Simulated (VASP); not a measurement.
Runs of VASP 6.6.1 on WS2. The structure is trigonal, space group P-3m1 (No. 164). The conventional cell has a = 3.229 Å, b = 3.229 Å, c = 5.994 Å, α = 90.00°, β = 90.00°, γ = 120.00°. Within 3.2 Å of W (site symmetry -3m) lie 6 S at 2.42 Å. Within 3.2 Å of S (site symmetry 3m) lie 3 W at 2.42 Å. 

| level | k mesh | cutoff (eV) | smearing | grid for exact exchange (PRECFOCK) | share of exact exchange | screening parameter | gap on the mesh (eV) | pressure (GPa) | largest force (eV/Å) |
| --- | --- | --- | --- | --- | --- | --- | --- | --- | --- |
| PBE | 6 × 6 × 4 | 520 | methfessel-paxton 0.2 eV | - | - | - | none | 3.0 | 0.25 |
| PBE | 6 × 6 × 4 | 500 | gaussian 0.05 eV | - | - | - | none | 3.0 | 0.26 |
| PBE-based screened hybrid | 6 × 6 × 2 | 520 | fermi-dirac 0.02 eV | Normal | 0.4 | 0.2078 1/Å | none | -4.5 | (b) |
| PBE | 2 × 2 × 2 | 500 | fermi-dirac 0.02 eV | - | - | - | none | (a) | 0.38 |
| PBE | 6 × 6 × 4 | 520 | tetrahedron | - | - | - | none | 3.0 | 0.25 |

Alike in all rows: task single point; potentials or basis VASP PAW PBE potentials, release 64 (W_sv, S); no spin polarisation; cell as given.

Question: Estimate the missing entries.

Answer: (a) 3.9; (b) 0.53.

Caveats: all runs use coarse meshes; spin-orbit coupling is left out, which moves the levels of the heavy elements; this functional lacks dispersion, which binds the layers, so the pressure and a relaxed spacing across them are unreliable (some runs); the PAW data sets were made with another functional, which shifts forces and pressure a little (some runs); tetrahedron occupations give inexact forces and stress in metals (some runs).

A k mesh can miss the band edges, and the runs leave out spin-orbit coupling on W.

A gap of «none» marks levels without a gap at the run's occupations.
